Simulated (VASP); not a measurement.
Here is a VASP 6.6.1 calculation.

POSCAR

```
CaO
1.0
    0.0159836674      2.4135337777      2.4135337777
    2.4135337777      0.0159836674      2.4135337777
    2.4135337777      2.4135337777      0.0159836674
Ca O
1 1
Direct
    0.0000000000      0.0000000000      0.0000000000
    0.5000000000      0.5000000000      0.5000000000
```

Contents of INCAR.step1:

```
SYSTEM = CaO
PREC = Accurate
ENCUT = 520
ISMEAR = 0
SIGMA = 0.01
LREAL = .FALSE.
LASPH = .TRUE.
NELM = 100
NBANDS = 15
GGA = PE
ALGO = Normal
EDIFF = 1E-4
LWAVE = .TRUE.
LCHARG = .FALSE.
```

The input INCAR.step2:

```
SYSTEM = CaO
PREC = Accurate
ENCUT = 520
EDIFF = 1E-6
ISMEAR = 0
SIGMA = 0.01
LREAL = .FALSE.
LASPH = .TRUE.
NELM = 100
ALGO = Normal
ISIF = 2
LWAVE = .FALSE.
LCHARG = .FALSE.
METAGGA = R2SCAN
LMIXTAU = .TRUE.
NBANDS = 15
ISTART = 1
```

File KPOINTS:

```
regular mesh
0
G
  10 10 10
  0 0 0
```

Potentials or basis: VASP PAW PBE potentials, release 64 (Ca_sv, O).

Launch:

```sh
$ cat potpaw_PBE.64/Ca_sv/POTCAR potpaw_PBE.64/O/POTCAR > POTCAR
$ cp INCAR.step1 INCAR
$ mpirun -np 1 vasp_std > vasp.out
$ cp INCAR.step2 INCAR
$ mpirun -np 1 vasp_std > vasp.out
```

(1) Predict the band gap on the k mesh.

(2) Estimate the pressure.

## Answers

(1) 4.18 eV, indirect (least direct gap 4.55 eV).

(2) -0.2 GPa.

Caveat: the cell differs from its parent crystal (strain along [111] +1.0%); the PAW data sets were made with another functional, which shifts forces and pressure a little.
